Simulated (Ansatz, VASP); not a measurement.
## Ca2Pd: VASP beside Ansatz

The input INCAR:

```
SYSTEM = Ca2Pd
PREC = Accurate
ENCUT = 520
EDIFF = 1E-6
ISMEAR = 0
SIGMA = 0.1
LREAL = .FALSE.
LASPH = .TRUE.
NELM = 100
ALGO = Fast
ISIF = 2
LWAVE = .FALSE.
LCHARG = .FALSE.
GGA = PE
NBANDS = 39
```

The input KPOINTS:

```
regular mesh
0
G
  4 4 4
  0 0 0
```

Contents of POSCAR:

```
Ca2Pd
1.0
    5.1772749857      0.0000000000      0.0000000000
    0.0000000000      6.3188241658      0.0000000000
    0.0000000000      0.0000000000      3.9446348404
Ca Pd
4 2
Direct
    0.2004000000      0.3787000000      0.0000000000
    0.7996000000      0.6213000000      0.0000000000
    0.7004000000      0.1213000000      0.5000000000
    0.2996000000      0.8787000000      0.5000000000
    0.0000000000      0.0000000000      0.0000000000
    0.5000000000      0.5000000000      0.5000000000
```

Input for Ansatz:

```yaml
crystal:
  lattice:
    - [5.1772749857, 0.0, 0.0]
    - [0.0, 6.3188241658, 0.0]
    - [0.0, 0.0, 3.9446348404]
  atoms:
    - { symbol: Ca, position: [0.2004, 0.3787, 0.0] }
    - { symbol: Ca, position: [0.7996, 0.6213, 0.0] }
    - { symbol: Ca, position: [0.7004, 0.1213, 0.5] }
    - { symbol: Ca, position: [0.2996, 0.8787, 0.5] }
    - { symbol: Pd, position: [0.0, 0.0, 0.0] }
    - { symbol: Pd, position: [0.5, 0.5, 0.5] }
basis:
  ecutwfc: 420
kpoints:
  mp_grid: { grid: [4, 4, 4] }
hamiltonian:
  xc: pbe
scf:
  occupations: { method: gaussian, width: 0.1 }
  lower_state_search: "off"
output:
  forces: true
  stress: true
  eigenvalues: true
```

Alike in both runs: task single point; functional PBE; k mesh 4 × 4 × 4; occupations gaussian, width 0.1 eV; no spin polarisation.

|  | VASP | Ansatz |
| --- | --- | --- |
| version | VASP 6.6.1 | Ansatz 0.2.0 |
| potentials or method | VASP PAW PBE potentials, release 64 (Ca_sv, Pd), cutoff 520 eV | scalar-relativistic, plane waves, PAW |
| valence electrons in the cell | 60 | 76 |

```tsv
	VASP	Ansatz	Ansatz less VASP
gap on the k mesh at the Fermi level (eV)	none	none	-
pressure (GPa)	22.2	22.0	-0.22
traceless stress, the component that is largest in VASP (GPa)	-5.29	-5.24	+0.053
rms of the force components (eV/Å)	0.609	0.601	-0.0079
```

Atom by atom the forces differ by 0.008 eV/Å (rms over components). A gap of «none» marks a metal or a gap that the smearing closes. VASP's potentials hold 60 valence electrons a cell and Ansatz's 76, so a difference there can come from the potentials and not from the codes.

The k mesh is coarse, so the values compare programs but aren't converged.
